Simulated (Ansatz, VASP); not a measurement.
**Ni: VASP beside Ansatz**

```
CELL_PARAMETERS angstrom
-1.41021 1.41021 1.41021
1.41021 -1.41021 1.41021
1.41021 1.41021 -1.41021
ATOMIC_POSITIONS crystal
Ni 0.00000 0.00000 0.00000
```

Alike in both runs: task single point; functional revPBE; k mesh 26 × 26 × 26; occupations fermi-dirac, width 0.05 eV; collinear spin.

|  | VASP | Ansatz |
| --- | --- | --- |
| version | VASP 6.6.1 | Ansatz 0.2.0 |
| potentials or method | VASP PAW PBE potentials, release 64 (Ni), cutoff 520 eV | plane waves (420 eV) with PAW, scalar-relativistic |
| valence electrons in the cell | 10 | 18 |

```tsv
	VASP	Ansatz	Ansatz less VASP
net moment per atom (μB)	0.56	0.57	+0.008
size of the moment on the site where the two differ most (μB)	0.58	0.61	+0.031
```

VASP's potentials were made for PBE, not for revPBE. Site moments also hang on the region over which each program counts them. The functional is the same, so the differences come from potentials, cutoffs and numerics. VASP's potentials hold 10 valence electrons a cell and Ansatz's 18, so a difference there can come from the potentials and not from the codes.
